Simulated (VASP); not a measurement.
## P: single point with r2SCAN

P:

```
P
1.0
    -1.53067    1.53067    1.53067
     1.53067   -1.53067    1.53067
     1.53067    1.53067   -1.53067
P
1
Direct
  0.00000 0.00000 0.00000
```

* Program: VASP 6.6.1
* Task: single point
* Functional: r2SCAN
* Potentials or basis: VASP PAW PBE potentials, release 64 (P)
* Cutoff: 520 eV
* k mesh: 7 × 7 × 7
* Occupations: fermi-dirac, width 0.1 eV
* Spin: no spin polarisation

```json
{
 "Pressure": "-2.2 GPa"
}
```

Levels at points of the mesh, in eV from the Fermi level:
```tsv
k point	band 1	band 2	band 3	band 4	band 5	band 6	band 7
(0.00, 0.00, 0.00)	-17.36	7.39	7.39	7.39	12.45	12.45	12.45
```

It took 4.7 s on 1 thread of Intel(R) Xeon(R) 6975P-C (Granite Rapids), with other jobs on the host, peak memory 0.11 GiB.

Caveat: the k points lie up to 0.41 Å⁻¹ apart; the PAW data sets were made with another functional, which shifts forces and pressure a little.
